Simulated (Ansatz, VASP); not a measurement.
**H2ClF: VASP beside Ansatz**

```
CELL_PARAMETERS angstrom
6.54602 0.00000 0.00000
0.00000 6.54602 0.00000
0.00000 0.00000 6.54602
ATOMIC_POSITIONS crystal
F 0.56023 0.18067 0.75989
F 0.58198 0.19155 0.37571
F 0.67468 0.60023 0.59747
H 0.57489 0.20023 0.61471
H 0.68386 0.08806 0.33700
H 0.56071 0.65990 0.67089
H 0.42137 0.97469 0.79344
H 0.29853 0.29545 0.15863
H 0.79018 0.74675 0.42213
Cl 0.32842 0.79412 0.81305
Cl 0.12592 0.32033 0.06552
Cl 0.87705 0.87118 0.28804
```

Alike in both runs: functional PBE; dispersion D3(BJ); k mesh 1 × 1 × 1; occupations fermi-dirac, width 0.02 eV; no spin polarisation.

Ansatz relaxed the structure, and its values are those at the end. VASP's run is a single point on that final structure, the one shown.

|  | VASP | Ansatz |
| --- | --- | --- |
| version | VASP 6.6.1 | Ansatz 0.2.0 |
| potentials or method | VASP PAW PBE potentials, release 64 (F, H, Cl), cutoff 520 eV | scalar-relativistic, plane waves, PAW |
| valence electrons in the cell | 48 | 48 |

Ansatz gave:

* gap on the k mesh at the Fermi level (eV): 5.74
* rms of the force components (eV/Å): 0.058

Task: Estimate VASP's values.

Result: gap on the k mesh at the Fermi level (eV): 5.75; rms of the force components (eV/Å): 0.121.

Ansatz's warnings: xc potential rough in thin density.
